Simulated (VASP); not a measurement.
Wanted: the native input for a VASP 6.6.1 run.

- Task: single point
- Functional: PBE
- Potentials or basis: VASP PAW PBE potentials, release 64 (Bi_d, Mo_sv)
- Cutoff: 520 eV
- k mesh: 4 × 4 × 4
- Occupations: gaussian, width 0.1 eV
- Spin: no spin polarisation
- Dipole correction: no
- Further INCAR settings: ALGO = Fast; EDIFF = 1e-06; NBANDS = 38

The structure of Bi3Mo lies in POSCAR:

```
Bi3Mo
1.0
    5.0293820400      0.0000000000      0.0000000000
    0.0000000000      5.0293820400      0.0000000000
    0.0000000000      0.0000000000      5.0293820400
Bi Mo
3 1
Direct
    0.0000000000      0.5000000000      0.5000000000
    0.5000000000      0.0000000000      0.5000000000
    0.5000000000      0.5000000000      0.0000000000
    0.0000000000      0.0000000000      0.0000000000
```

The cell was built from a structure type or drawn by symmetry, and may not be a known phase.

One way to write it, as run:

INCAR

```
SYSTEM = Bi3Mo
PREC = Accurate
ENCUT = 520
EDIFF = 1E-6
ISMEAR = 0
SIGMA = 0.1
LREAL = .False.
LASPH = .True.
NELM = 100
ALGO = Fast
ISIF = 2
LWAVE = .False.
LCHARG = .True.
GGA = PE
LELF = .True.
LVHAR = .True.
NBANDS = 38
```

KPOINTS

```
regular mesh
0
Gamma
  4 4 4
  0 0 0
```

Potentials or basis: VASP PAW PBE potentials, release 64 (Bi_d, Mo_sv).

Run with:

```bash
$ cat potpaw_PBE.64/Bi_d/POTCAR potpaw_PBE.64/Mo_sv/POTCAR > POTCAR
$ mpirun -np 1 vasp_std > vasp.out
```

Results of the run:

| Property | Result |
| --- | --- |
| Pressure | -8.7 GPa |
| Band gap on the k mesh | zero (an odd number of electrons rules out a gap without spin polarisation) |

Caveat: the cell stands under tension; spin-orbit coupling is left out, which moves the levels of the heavy elements.

Wall time 47 s on 1 thread of AMD EPYC 7R13 Processor (Zen 3), on a shared host, peak memory 0.22 GiB.
